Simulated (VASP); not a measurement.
# Al (I4/mmm) in VASP: further runs

Al is run at these levels: PBEsol; tasks: single point.

All numbers are computed with VASP 6.6.1; they aren't measurements. Logs are shortened: lines on timing, memory, paths and dates and some standing lists are left out, and cuts for length are marked.

## 1. The cell of the first run

It takes space group I4/mmm (No. 139, tetragonal). The conventional cell has a = 3.182 Å, b = 3.182 Å, c = 3.087 Å, α = 90.00°, β = 90.00°, γ = 90.00°. Al (site symmetry 4/mmm) has 14 Al at 2.73 to 3.18 Å within 3.6 Å.

## 2. Single point, PBEsol (strain +0.000 along x and y, -0.030 along z)

Contents of INCAR:

```
SYSTEM = Al
PREC = Accurate ; ENCUT = 520
EDIFF = 1E-6 ; ISMEAR = 0
SIGMA = 0.15 ; LREAL = .FALSE.
LASPH = .TRUE. ; NELM = 80
ALGO = Fast ; ISIF = 2
LWAVE = .FALSE. ; LCHARG = .FALSE.
GGA = PS ; NBANDS = 8
```

Contents of KPOINTS:

```
Automatic mesh
0
G
  20 20 20
  0 0 0
```

Contents of POSCAR:

```
Al
1.0
   -1.5912186900      1.5912186900      1.5434821293
    1.5912186900     -1.5912186900      1.5434821293
    1.5912186900      1.5912186900     -1.5434821293
Al
1
Direct
    0.0000000000      0.0000000000      0.0000000000
```

Potentials or basis: VASP PAW PBE potentials, release 64 (Al).

Launch:

```sh
cat potpaw_PBE.64/Al/POTCAR > POTCAR
mpirun -np 1 vasp_std > vasp.out
```

OUTCAR:

```text
SYSTEM = Al
   PREC = Accurate
   ENCUT = 520
   EDIFF = 1E-6
   ISMEAR = 0
   LREAL = .FALSE.
   LASPH = .TRUE.
   NELM = 80
   ISIF = 2
   GGA = PS

 ion  position               nearest neighbor table
   1  0.000  0.000  0.000-

  LATTYP: Found a body centered tetragonal cell.
 ALAT       =     3.1824373800
 C/A-ratio  =     0.9700000000

  Lattice vectors:

 A1 = (  -1.5912186900,   1.5912186900,   1.5434821293)
 A2 = (   1.5912186900,  -1.5912186900,   1.5434821293)
 A3 = (   1.5912186900,   1.5912186900,  -1.5434821293)

Analysis of symmetry for initial positions (statically):
=====================================================================
 Subroutine PRICEL returns:
 Original cell was already a primitive cell.

 Routine SETGRP: Setting up the symmetry group for a
 body centered tetragonal supercell.

 Subroutine GETGRP returns: Found 16 space group operations
 (whereof 16 operations were pure point group operations)
 out of a pool of 16 trial point group operations.

The static configuration has the point symmetry D_4h.

Analysis of symmetry for dynamics (positions and initial velocities):
=====================================================================
 Subroutine PRICEL returns:
 Original cell was already a primitive cell.

 Routine SETGRP: Setting up the symmetry group for a
 body centered tetragonal supercell.

 Subroutine GETGRP returns: Found 16 space group operations
 (whereof 16 operations were pure point group operations)
 out of a pool of 16 trial point group operations.

The dynamic configuration has the point symmetry D_4h.

 Subroutine INISYM returns: Found 16 space group operations
 (whereof 16 operations are pure point group operations),
 and found     1 'primitive' translations

----------------------------------------------------------------------------------------

                                     Primitive cell

  volume of cell :      15.6322

  direct lattice vectors                    reciprocal lattice vectors
    -1.591218690  1.591218690  1.543482129     0.000000000  0.314224565  0.323942850
     1.591218690 -1.591218690  1.543482129     0.314224565  0.000000000  0.323942850
     1.591218690  1.591218690 -1.543482129     0.314224565  0.314224565  0.000000000

  length of vectors
     2.728789278  2.728789278  2.728789278     0.451304827  0.451304827  0.444380641

  position of ions in fractional coordinates (direct lattice)
     0.000000000  0.000000000  0.000000000

  ion indices of the primitive-cell ions
   primitive index   ion index
                 1           1

----------------------------------------------------------------------------------------

 KPOINTS: Automatic mesh

Automatic generation of k-mesh.
 Grid dimensions read from file:
 generate k-points for:   20   20   20

 Generating k-lattice:

  Cartesian coordinates                     Fractional coordinates (reciprocal lattice)
     0.000000000  0.015711228  0.016197143     0.050000000 -0.000000000  0.000000000
     0.015711228  0.000000000  0.016197143    -0.000000000  0.050000000  0.000000000
     0.015711228  0.015711228  0.000000000     0.000000000  0.000000000  0.050000000

  Length of vectors
     0.022565241  0.022565241  0.022219032

  Shift w.r.t. Gamma in fractional coordinates (k-lattice)
     0.000000000  0.000000000  0.000000000

 Subroutine IBZKPT returns following result:
 ===========================================

 Found    641 irreducible k-points:

 Following reciprocal coordinates:
            Coordinates               Weight
  0.000000  0.000000  0.000000      1.000000
  0.050000  0.000000 -0.000000      8.000000
  0.100000  0.000000 -0.000000      8.000000
  0.150000  0.000000  0.000000      8.000000
  0.200000  0.000000 -0.000000      8.000000
  0.250000  0.000000 -0.000000      8.000000
[... 16 lines left out ...]
 -0.400000  0.050000  0.000000     16.000000
 -0.350000  0.050000 -0.000000     16.000000
 [... further k-points ...]
   k-points           NKPTS =    641   k-points in BZ     NKDIM =    641   number of bands    NBANDS=      8
   number of dos      NEDOS =    301   number of ions     NIONS =      1
   total plane-waves  NPLWV =   8000
   dimension x,y,z NGX =    20 NGY =   20 NGZ =   20
   dimension x,y,z NGXF=    40 NGYF=   40 NGZF=   40
   ions per type =               1
   NGX,Y,Z   is equivalent  to a cutoff of  12.18, 12.18, 12.18 a.u.
   NGXF,Y,Z  is equivalent  to a cutoff of  24.37, 24.37, 24.37 a.u.
 SYSTEM =  Al
   PREC   = accura    normal or accurate (medium, high low for compatibility)
   ISTART =      0    job   : 0-new  1-cont  2-samecut
   ICHARG =      2    charge: 1-file 2-atom 10-const
   ISPIN  =      1    spin polarized calculation?
   LNONCOLLINEAR =      F non collinear calculations
   LSORBIT =      F    spin-orbit coupling
   LASPH  =      T    aspherical Exc in radial PAW
   ENCUT  =  520.0 eV  38.22 Ry    6.18 a.u.   5.07  5.07  5.07*2*pi/ulx,y,z
   NELM   =     80;   NELMIN=  2; NELMDL= -5     # of ELM steps
   EDIFF  = 0.1E-05   stopping-criterion for ELM
   LREAL  =      F    real-space projection
   EDIFFG = 0.1E-04   stopping-criterion for IOM
   NSW    =      0    number of steps for IOM
   IBRION =     -1    ionic relax: 0-MD 1-quasi-New 2-CG
   NFREE  =      0    steps in history (QN), initial steepest desc. (CG)
   ISIF   =      2    stress and relaxation
   ISYM   =      2    0-nonsym 1-usesym 2-fastsym
   POTIM  = 0.5000    time-step for ionic-motion
   TEBEG  =    0.0;   TEEND  =   0.0 temperature during run
   PSTRESS=    0.0 pullay stress
   NELECT =       3.0000    total number of electrons
   NUPDOWN=      -1.0000    fix difference up-down
   EMIN   =  10.00;   EMAX   =-10.00  energy-range for DOS
   EFERMI =   0.00;   METHOD = LEGACY
   ISMEAR =     0;   SIGMA  =   0.15  broadening in eV -4-tet -1-fermi 0-gaus
   EFERMI_NEDOS =   21; number of points for ismear=-14 and -15
   IALGO  =     68    algorithm
   IMIX   =      4    mixing-type and parameters
     AMIX     =   0.40;   BMIX     =  1.00
     AMIX_MAG =   1.60;   BMIX_MAG =  1.00
  volume/ion in A,a.u.               =      15.63       105.49
  Fermi-wavevector in a.u.,A,eV,Ry     =   0.944296  1.784461 12.132245  0.891695
  Thomas-Fermi vector in A             =   2.072087
   LORBIT       =      0    0 simple, 1 ext, 2 COOP (PROOUT), +10 PAW based schemes
   GGA     = PS    functional components
   LHFCALC =     F    Hartree Fock is set to
   AEXX    =    0.0000 exact exchange contribution
   IVDW    =     0    specifies the selected vdW correction
   LEPSILON=     F    determine dielectric tensor
   LRPA    =     F    only Hartree local field effects (RPA)
 non-spin polarized calculation
 RMM-DIIS sequential band-by-band and
 Gauss-broadening in eV      SIGMA  =   0.15
  energy-cutoff  :      520.00
  volume of cell :       15.63
 maximum number of plane-waves:       436
   NGX = 11   NGY = 11   NGZ = 11

 number of electron       3.0000000 magnetization

 Free energy of the ion-electron system (eV)
  ---------------------------------------------------
  ext. energy  EPLUGINS =         0.00000000
  ---------------------------------------------------
  free energy    TOTEN  =        -3.98307148 eV

  energy without entropy =       -3.97838945  energy(sigma->0) =       -3.98073046

 E-fermi :   8.5301     XC(G=0): -10.4594

 val. band max:        8.5091057246   @ k =   0.4500   0.2500   0.0500
 cond. band min:       8.5450849711   @ k =  -0.3000  -0.4000   0.2500
 fundamental gap:      0.0359792465
 Fermi energy:         8.5300718090

 k-point     1 :       0.0000    0.0000    0.0000
  band No.  band energies     occupation
      1      -2.9799      2.00000
      2      21.6147      0.00000
      3      22.3627      0.00000
      4      22.3627      0.00000
      5      23.8502      0.00000
      6      23.8502      0.00000
      7      24.2605      0.00000
      8      24.7833      0.00000

 k-point     2 :       0.0500    0.0000   -0.0000
  band No.  band energies     occupation
      1      -2.9045      2.00000
      2      21.1960      0.00000
      3      21.4228      0.00000
      4      21.9228      0.00000
      5      23.4154      0.00000
      6      24.4007      0.00000
      7      24.4966      0.00000
      8      24.7169      0.00000

 k-point     3 :       0.1000    0.0000   -0.0000
  band No.  band energies     occupation
      1      -2.6787      2.00000
      2      19.5111      0.00000
      3      20.3895      0.00000
      4      21.1004      0.00000
      5      22.5262      0.00000
      6      23.8658      0.00000
      7      24.9788      0.00000
      8      25.6759      0.00000

 k-point     4 :       0.1500    0.0000    0.0000
  band No.  band energies     occupation
      1      -2.3031      2.00000
      2      17.3633      0.00000
      3      19.5718      0.00000
      4      20.2070      0.00000
      5      21.6635      0.00000
      6      23.1184      0.00000
      7      25.5602      0.00000
      8      26.0544      0.00000

 k-point     5 :       0.2000    0.0000   -0.0000
  band No.  band energies     occupation
      1      -1.7791      2.00000
      2      15.2126      0.00000
      3      18.8339      0.00000
      4      19.3619      0.00000
      5      20.8803      0.00000
      6      22.4428      0.00000
      7      26.1481      0.00000
      8      26.5713      0.00000
[... 177 lines left out ...]
 k-point    22 :      -0.4500    0.0500    0.0000
  band No.  band energies     occupation
      1       2.3869      2.00000
      2       6.7852      2.00000
      3      15.6777      0.00000
      4      17.1885      0.00000
      5      19.2219      0.00000
      6      21.1942      0.00000
      7      29.1933      0.00000
      8      30.4967      0.00000

 k-point    23 :      -0.4000    0.0500    0.0000
  band No.  band energies     occupation
      1       1.2303      2.00000
      2       8.4686      1.43754
      3      15.9079      0.00000
      4      17.4791      0.00000
      5      19.4570      0.00000
      6      21.4702      0.00000
      7      28.3386      0.00000
      8      29.7250      0.00000

 k-point    24 :      -0.3500    0.0500   -0.0000
  band No.  band energies     occupation
      1       0.2070      2.00000
      2      10.2783      0.00000
      3      16.2687      0.00000
      4      17.8948      0.00000
      5      19.8207      0.00000
      6      21.8557      0.00000
      7      27.4558      0.00000
      8      28.8998      0.00000

 [... further k-points ...]
[... 5 lines left out ...]
  --------------------------------------------------------------------------------------
  -------------------------------------------------------------------------------------
  Total        0.5246293      0.5246293      0.3850847      0.0000000      0.0000000      0.0000000
  in kB       53.7702150     53.7702150     39.4680309      0.0000000      0.0000000      0.0000000
  external PRESSURE =      49.0028203 kB  Pullay stress =       0.0000000 kB

 VOLUME and BASIS-vectors are now :
 -----------------------------------------------------------------------------
  energy-cutoff  :      520.00
  volume of cell :       15.63
      direct lattice vectors                 reciprocal lattice vectors
    -1.591218690  1.591218690  1.543482129     0.000000000  0.314224565  0.323942850
     1.591218690 -1.591218690  1.543482129     0.314224565  0.000000000  0.323942850
     1.591218690  1.591218690 -1.543482129     0.314224565  0.314224565  0.000000000

 POSITION                                       TOTAL-FORCE (eV/Angst)
 -----------------------------------------------------------------------------------
      0.00000      0.00000      0.00000         0.000000     -0.000000      0.000000
 -----------------------------------------------------------------------------------
    total drift:                                0.000000      0.000000     -0.000000

  FREE ENERGIE OF THE ION-ELECTRON SYSTEM (eV)
  ---------------------------------------------------
  free  energy   TOTEN  =        -3.9830714845 eV

  energy  without entropy=       -3.9783894451  energy(sigma->0) =       -3.98073046
```

Wall time 39 s (1 thread of Intel Xeon Platinum 8488C (Sapphire Rapids), shared host); peak memory 0.18 GiB.

Results:

- Free energy: -3.9831 eV
- Pressure: 4.9 GPa

Caveat: the cell differs from its parent crystal (strain +0.000 along x and y, -0.030 along z); the PAW data sets were made with another functional, which shifts forces and pressure a little.

## 3. Single point, PBEsol (strain +0.000 along x and y, +0.030 along z)

Contents of INCAR:

```
  ALGO = Normal
  EDIFF = 1E-6
  ENCUT = 520
  GGA = PS
  ISIF = 2
  ISMEAR = 0
  LASPH = T
  LCHARG = T
  LELF = T
  LREAL = F
  LVHAR = T
  LWAVE = F
  NBANDS = 8
  NELM = 100
  PREC = Accurate
  SIGMA = 0.15
```

Contents of KPOINTS:

```
k-points
0
Gamma
  20 20 20
```

Contents of POSCAR:

```
Al
1.0
   -1.5912186900      1.5912186900      1.6389552507
    1.5912186900     -1.5912186900      1.6389552507
    1.5912186900      1.5912186900     -1.6389552507
Al
1
Direct
    0.0000000000      0.0000000000      0.0000000000
```

Potentials or basis: VASP PAW PBE potentials, release 64 (Al).

Launch:

```sh
cat potpaw_PBE.64/Al/POTCAR > POTCAR
mpirun -np 1 vasp_std > vasp.out
```

OUTCAR:

```text
EDIFF = 1E-6
   ENCUT = 520
   GGA = PS
   ISIF = 2
   ISMEAR = 0
   LASPH = T
   LREAL = F
   NELM = 100
   PREC = Accurate

 ion  position               nearest neighbor table
   1  0.000  0.000  0.000-

  LATTYP: Found a body centered tetragonal cell.
 ALAT       =     3.1824373800
 C/A-ratio  =     1.0300000000

  Lattice vectors:

 A1 = (  -1.5912186900,   1.5912186900,   1.6389552507)
 A2 = (   1.5912186900,  -1.5912186900,   1.6389552507)
 A3 = (   1.5912186900,   1.5912186900,  -1.6389552507)

Analysis of symmetry for initial positions (statically):
=====================================================================
 Subroutine PRICEL returns:
 Original cell was already a primitive cell.

 Routine SETGRP: Setting up the symmetry group for a
 body centered tetragonal supercell.

 Subroutine GETGRP returns: Found 16 space group operations
 (whereof 16 operations were pure point group operations)
 out of a pool of 16 trial point group operations.

The static configuration has the point symmetry D_4h.

Analysis of symmetry for dynamics (positions and initial velocities):
=====================================================================
[... 154 lines left out ...]

  energy without entropy =       -3.99178048  energy(sigma->0) =       -3.99435603

 E-fermi :   7.8837     XC(G=0): -10.2387

 val. band max:        7.8821329652   @ k =  -0.4000   0.5000   0.3500
 cond. band min:       7.8971489881   @ k =  -0.3500  -0.4000   0.2500
 fundamental gap:      0.0150160229
 Fermi energy:         7.8837111711

 k-point     1 :       0.0000    0.0000    0.0000
  band No.  band energies     occupation
      1      -3.1964      2.00000
      2      20.8817      0.00000
      3      20.8817      0.00000
      4      21.5568      0.00000
      5      22.2932      0.00000
      6      22.5424      0.00000
      7      22.5424      0.00000
      8      23.7127      0.00000
[... 243 lines left out ...]
 k-point    24 :      -0.3500    0.0500    0.0000
  band No.  band energies     occupation
      1      -0.1608      2.00000
      2       9.2691      0.00000
      3      15.9673      0.00000
      4      16.9394      0.00000
      5      19.4048      0.00000
      6      20.6373      0.00000
      7      24.9367      0.00000
      8      27.7196      0.00000

 [... further k-points ...]
[... 5 lines left out ...]
  --------------------------------------------------------------------------------------
  -------------------------------------------------------------------------------------
  Total       -0.0487903     -0.0487903      0.0781838      0.0000000     -0.0000000      0.0000000
  in kB       -4.7093059     -4.7093059      7.5464110      0.0000000     -0.0000000      0.0000000
  external PRESSURE =      -0.6240669 kB  Pullay stress =       0.0000000 kB

 VOLUME and BASIS-vectors are now :
 -----------------------------------------------------------------------------
  energy-cutoff  :      520.00
  volume of cell :       16.60
      direct lattice vectors                 reciprocal lattice vectors
    -1.591218690  1.591218690  1.638955251     0.000000000  0.314224565  0.305072393
     1.591218690 -1.591218690  1.638955251     0.314224565  0.000000000  0.305072393
     1.591218690  1.591218690 -1.638955251     0.314224565  0.314224565  0.000000000

 POSITION                                       TOTAL-FORCE (eV/Angst)
 -----------------------------------------------------------------------------------
      0.00000      0.00000      0.00000         0.000000      0.000000      0.000000
 -----------------------------------------------------------------------------------
    total drift:                                0.000000      0.000000      0.000000

  FREE ENERGIE OF THE ION-ELECTRON SYSTEM (eV)
  ---------------------------------------------------
  free  energy   TOTEN  =        -3.9969315855 eV

  energy  without entropy=       -3.9917804767  energy(sigma->0) =       -3.99435603
```

stdout:

```text
POSCAR found type information on POSCAR Al
 POSCAR found :  1 types and       1 ions
 scaLAPACK will be used
 -----------------------------------------------------------------------------
|                                                                             |
|                                                                             |
|     You enforced a specific xc type in the INCAR file but a different       |
|     I HOPE YOU KNOW WHAT YOU ARE DOING!                                     |
|                                                                             |
 -----------------------------------------------------------------------------

 LDA part: xc-table for (Slater+PW92), standard interpolation
 POSCAR, INCAR and KPOINTS ok, starting setup
 FFT: planning ... GRIDC
 FFT: planning ... GRID_SOFT
 FFT: planning ... GRID
 WAVECAR not read
 entering main loop
```

It took 38 s on 1 thread of Intel Xeon Platinum 8488C (Sapphire Rapids), shared host; peak memory 0.19 GiB.

What came out:

```
Free energy : -3.9969 eV
Pressure    : -0.1 GPa
```

Levels at points of the mesh, in eV from the Fermi level:
| k point | band 1 | band 2 | band 3 | band 4 | band 5 | band 6 |
| --- | --- | --- | --- | --- | --- | --- |
| (0.00, 0.00, 0.00) | -11.08 | 13.00 | 13.00 | 13.67 | 14.41 | 14.66 |
| (0.50, 0.00, 0.00) | -4.34 | -3.93 | 8.31 | 8.46 | 10.17 | 11.47 |
| (0.50, 0.50, 0.00) | -4.19 | -3.66 | 7.76 | 7.85 | 9.46 | 11.15 |
| (0.50, 0.50, 0.50) | 1.33 | 2.14 | 2.14 | 2.76 | 3.15 | 5.60 |

Caveat: the cell differs from its parent crystal (strain +0.000 along x and y, +0.030 along z); the PAW data sets were made with another functional, which shifts forces and pressure a little.
